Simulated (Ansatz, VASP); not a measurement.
**Two plane-wave programs on HfO2**

INCAR

```
PREC = Accurate
ENCUT = 520
EDIFF = 1E-6
ISMEAR = 0
SIGMA = 0.05
LREAL = False
LASPH = True
NELM = 80
ALGO = Normal
ISIF = 2
LWAVE = False
LCHARG = False
GGA = PE
NBANDS = 18
```

The input KPOINTS:

```
regular mesh
0
Gamma
  4 4 4
```

POSCAR

```
HfO2
1.0
    0.0000000000      2.5575019374      2.5575019374
    2.5575019374      0.0000000000      2.5575019374
    2.5575019374      2.5575019374      0.0000000000
Hf O
1 2
Direct
    0.0000000000      0.0000000000      0.0000000000
    0.2500000000      0.2500000000      0.2500000000
    0.7500000000      0.7500000000      0.7500000000
```

Input for Ansatz:

```yaml
crystal:
  lattice:
    - [0.0, 2.5575019374, 2.5575019374]
    - [2.5575019374, 0.0, 2.5575019374]
    - [2.5575019374, 2.5575019374, 0.0]
  atoms:
    - { symbol: Hf, position: [0.0, 0.0, 0.0] }
    - { symbol: O, position: [0.25, 0.25, 0.25] }
    - { symbol: O, position: [0.75, 0.75, 0.75] }
basis:
  ecutwfc: 420
  ecutrho_ratio: 4
kpoints:
  mp_grid: { grid: [4, 4, 4] }
hamiltonian:
  xc: pbe
scf:
  occupations: { method: gaussian, width: 0.05 }
output:
  forces: true
  stress: true
  eigenvalues: true
  populations: true
  write_density: true
  write_potential: true
  elf: true
  volumetric_format: npy
```

Alike in both runs: task single point; functional PBE; k mesh 4 × 4 × 4; occupations gaussian, width 0.05 eV; no spin polarisation.

|  | VASP | Ansatz |
| --- | --- | --- |
| version | VASP 6.6.1 | Ansatz 0.2.0 |
| potentials or method | VASP PAW PBE potentials, release 64 (Hf_pv, O), cutoff 520 eV | scalar-relativistic, plane waves, PAW |
| valence electrons in the cell | 22 | 38 |

VASP gave:

| Property | Result |
| --- | --- |
| gap on the k mesh at the Fermi level (eV) | 3.73 |
| least direct gap on the mesh (eV) | 3.73 |
| pressure (GPa) | -6.0 |

Question: Estimate Ansatz's values.

Answer: gap on the k mesh at the Fermi level (eV): 3.72; least direct gap on the mesh (eV): 3.72; pressure (GPa): -2.5.

VASP's potentials hold 22 valence electrons a cell and Ansatz's 38, so a difference there can come from the potentials and not from the codes.

The k mesh is coarse, so the values compare programs but aren't converged. Spin-orbit coupling is off throughout.
